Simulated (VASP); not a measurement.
Cr, 12 atoms in the cell. The structure is trigonal, space group R-3m (No. 166). Conventional cell: a = 4.797 Å, b = 4.797 Å, c = 23.944 Å, α = 90.00°, β = 90.00°, γ = 120.00°. Cr (site symmetry m) has 7 Cr at 2.21 to 2.42 Å within 2.9 Å. Cr (site symmetry m) has 8 Cr at 2.36 to 2.43 Å within 3.1 Å. 

```yaml
Program: VASP 6.6.1
Task: single point
Functional: PBEsol
Potentials_or_basis: VASP PAW PBE potentials, release 64 (Cr_pv)
Cutoff: 520 eV
k_mesh: 3 × 3 × 3
Occupations: gaussian, width 0.1 eV
Spin: no spin polarisation
Dipole_correction: no
Further_INCAR_settings: ALGO = Fast; EDIFF = 1e-06; NBANDS = 84
```

Potentials or basis: VASP PAW PBE potentials, release 64 (Cr_pv).

Run with:

```bash
$ cat potpaw_PBE.64/Cr_pv/POTCAR > POTCAR
$ mpirun -np 1 vasp_std > vasp.out
```

Hardware: 1 thread of Intel(R) Xeon(R) Platinum 8259CL CPU @ 2.50GHz (Skylake/Cascade Lake) (shared host).

**Question.** How long does it take, and how much memory?

**Answer.** It took 6 min on 1 thread of Intel(R) Xeon(R) Platinum 8259CL CPU @ 2.50GHz (Skylake/Cascade Lake), with other jobs on the host, peak memory 0.55 GiB. Counts: scf iterations 21, k points 6.
